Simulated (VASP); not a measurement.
## C: single point with r2SCAN

The system is C.

```
C
1.0
     2.16904   -1.25237    0.00000
     2.16904    1.25237    0.00000
    -1.40612    0.00000    3.57153
C
2
Direct
  0.16664 0.16664 0.99991
  0.83336 0.83336 0.00009
```

```yaml
Program: VASP 6.6.1
Task: single point
Functional: r2SCAN
Potentials_or_basis: VASP PAW PBE potentials, release 64 (C)
Cutoff: 520 eV
k_mesh: 13 × 13 × 8
Occupations: fermi-dirac, width 0.05 eV
Spin: no spin polarisation
Dipole_correction: no
Further_INCAR_settings: ALGO = Normal; EDIFF = 1e-07; NBANDS = 11
```

| Property | Result |
| --- | --- |
| Pressure | -14.0 GPa |
| Largest force | 0.011 eV/Å |
| Band gap on the k mesh | 0.97 eV, indirect (least direct gap 0.98 eV) |

Forces on the atoms (eV/Å):
```
C   -0.002  0.000  0.011
C    0.002  0.000 -0.011
```

Stress tensor (GPa, compression positive):
```
-20.89   0.00  -0.03
  0.00 -20.96   0.00
 -0.03   0.00  -0.14
```

Levels at points of the mesh, in eV from the valence-band top:
```
           k point  band 1  band 2  band 3  band 4  band 5  band 6  band 7  band 8  band 9
(0.00, 0.00, 0.00)  -20.03   -6.52   -2.81   -2.81    4.56    8.78    8.78   12.11   12.36
(0.00, 0.00, 0.50)  -19.85   -8.01   -2.82   -2.82    8.75    8.75   10.21   12.24   12.26
```

Wall time 5.3 min on 1 thread of Intel(R) Xeon(R) Platinum 8488C (Sapphire Rapids), with other jobs on the host, peak memory 0.18 GiB.

Caveat: the PAW data sets were made with another functional, which shifts forces and pressure a little. r2SCAN opens gaps a little over a GGA but as a rule still falls short of measured ones.
